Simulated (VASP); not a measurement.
Ag, 1 atom in the cell. It takes space group Fm-3m (No. 225, cubic). Conventional cell: a = 4.085 Å, b = 4.085 Å, c = 4.085 Å, α = 90.00°, β = 90.00°, γ = 90.00°. Ag (site symmetry m-3m) has 12 Ag at 2.89 Å within 3.8 Å. 

| Quantity | Value |
| --- | --- |
| Program | VASP 6.6.1 |
| Task | single point |
| Functional | LDA |
| Potentials or basis | VASP PAW LDA potentials, release 64 (Ag_sv_GW) |
| Cutoff | 470 eV |
| k mesh | 6 × 6 × 6 |
| Occupations | fermi-dirac, width 0.05 eV |
| Spin | no spin polarisation |
| Dipole correction | no |
| k mesh for the DOS | 9 × 9 × 9 |
| Occupations for the DOS | tetrahedron |
| Further INCAR settings | ALGO = Normal; EDIFF = 1e-06 |

Potentials or basis: VASP PAW LDA potentials, release 64 (Ag_sv_GW).

Command:

```sh
$ cat potpaw_LDA.64/Ag_sv_GW/POTCAR > POTCAR
$ cp INCAR.step1 INCAR
$ cp KPOINTS.step1 KPOINTS
$ mpirun -np 1 vasp_std > vasp.out
$ cp INCAR.step2 INCAR
$ cp KPOINTS.step2 KPOINTS
$ mpirun -np 1 vasp_std > vasp.out
```

Hardware: 1 thread of Intel(R) Xeon(R) 6975P-C (Granite Rapids), with other jobs on the host.

Q: Estimate the wall time of this run.

A: Wall time 5 s on 1 thread of Intel(R) Xeon(R) 6975P-C (Granite Rapids), with other jobs on the host, peak memory 0.12 GiB. Counts: k points 35.
